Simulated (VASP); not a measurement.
Runs of VASP 6.6.1 on ZrSi2. The structure is that of space group P6/mmm (No. 191), or close to it. The cells are those of the table. 

```csv
task,cell,k mesh,cutoff (eV),gap on the mesh (eV),pressure (GPa)
single point,"a = 4.001, b = 4.001, c = 3.587 Å, angles 90.0, 90.0, 120.0°, 3 atoms",6 × 6 × 6,520,none,0.1
relaxation of cell and atoms,"relaxed from a = 3.732, b = 3.732, c = 4.029 Å, angles 90.0, 90.0, 120.0°, 3 atoms",6 × 6 × 4,600,none,0.1
single point,"a = 4.000, b = 4.000, c = 3.586 Å, angles 90.0, 90.0, 120.0°, 3 atoms",12 × 12 × 14,520,none,0.0
single point,"a = 3.732, b = 3.732, c = 4.029 Å, angles 90.0, 90.0, 120.0°, 3 atoms",6 × 6 × 4,520,none,(a)
single point,"a = 3.996, b = 3.996, c = 3.596 Å, angles 90.0, 90.0, 120.0°, 3 atoms",6 × 6 × 4,520,none,-0.1
relaxation of cell and atoms,"relaxed from a = 3.996, b = 3.996, c = 3.596 Å, angles 90.0, 90.0, 120.0°, 3 atoms",6 × 6 × 6,600,none,0.1
```

Alike in all rows: level r2SCAN; potentials or basis VASP PAW PBE potentials, release 64 (Zr_sv, Si); no spin polarisation; smearing gaussian 0.1 eV.

Problem. Estimate the missing entries.

Solution. (a) 9.6.

Caveats: some runs use coarse meshes; the PAW data sets were made with another functional, which shifts forces and pressure a little; the relaxation stopped at its first step, so nothing moved (some runs).

A k mesh can miss the band edges, and the runs leave out spin-orbit coupling on Zr.

A gap of «none» marks levels without a gap at the run's occupations.
